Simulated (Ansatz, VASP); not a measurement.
**NaCaGaS3O12 in VASP and in Ansatz**

```
CELL_PARAMETERS angstrom
4.43439 2.56020 7.62004
-4.43439 2.56020 7.62004
0.00000 -5.12040 7.62004
ATOMIC_POSITIONS crystal
Na 0.49810 0.49810 0.49810
Na 0.99810 0.99810 0.99810
Ca 0.64565 0.64565 0.64565
Ca 0.14565 0.14565 0.14565
Ga 0.34907 0.34907 0.34907
Ga 0.84907 0.84907 0.84907
S 0.72816 0.05660 0.46482
S 0.46482 0.72816 0.05660
S 0.05660 0.46482 0.72816
S 0.55660 0.22816 0.96482
S 0.96482 0.55660 0.22816
S 0.22816 0.96482 0.55660
O 0.69885 0.90302 0.49175
O 0.49175 0.69885 0.90302
O 0.90302 0.49175 0.69885
O 0.40302 0.19885 0.99175
O 0.99175 0.40302 0.19885
O 0.19885 0.99175 0.40302
O 0.26152 0.12594 0.52554
O 0.52554 0.26152 0.12594
O 0.12594 0.52554 0.26152
O 0.62594 0.76152 0.02554
O 0.02554 0.62594 0.76152
O 0.76152 0.02554 0.62594
O 0.38159 0.79168 0.59121
O 0.59121 0.38159 0.79168
O 0.79168 0.59121 0.38159
O 0.29168 0.88159 0.09121
O 0.09121 0.29168 0.88159
O 0.88159 0.09121 0.29168
O 0.55808 0.22727 0.45114
O 0.45114 0.55808 0.22727
O 0.22727 0.45114 0.55808
O 0.72727 0.05808 0.95114
O 0.95114 0.72727 0.05808
O 0.05808 0.95114 0.72727
```

Alike in both runs: task electric field gradients; functional PBE; k mesh 3 × 3 × 3; occupations fermi-dirac, width 0.02 eV; no spin polarisation.

```csv
,VASP,Ansatz
version,VASP 6.6.1,Ansatz 0.2.0
potentials or method,"VASP PAW PBE potentials, release 64 (Na_sv, Ca_sv, Ga_d, S, O)","plane-wave PAW, scalar-relativistic"
plane-wave cutoff (eV),970,420
valence electrons in the cell,244,244
```

Ansatz gave:

- gap on the k mesh at the Fermi level (eV): 2.39
- pressure (GPa): 1.0
- traceless stress, the component that is largest in VASP (GPa): 0.35
- rms of the force components (eV/Å): 0.217
- size of Vzz on the site where it differs most (V/Å²): 26.5

Question: Estimate VASP's values.

Answer: gap on the k mesh at the Fermi level (eV): 2.36; pressure (GPa): 0.1; traceless stress, the component that is largest in VASP (GPa): 0.26; rms of the force components (eV/Å): 0.126; size of Vzz on the site where it differs most (V/Å²): 29.9.

Atom by atom the forces differ by 0.147 eV/Å (rms over components). One of these differences is far larger than is usual between the two programs; its cause wasn't traced.
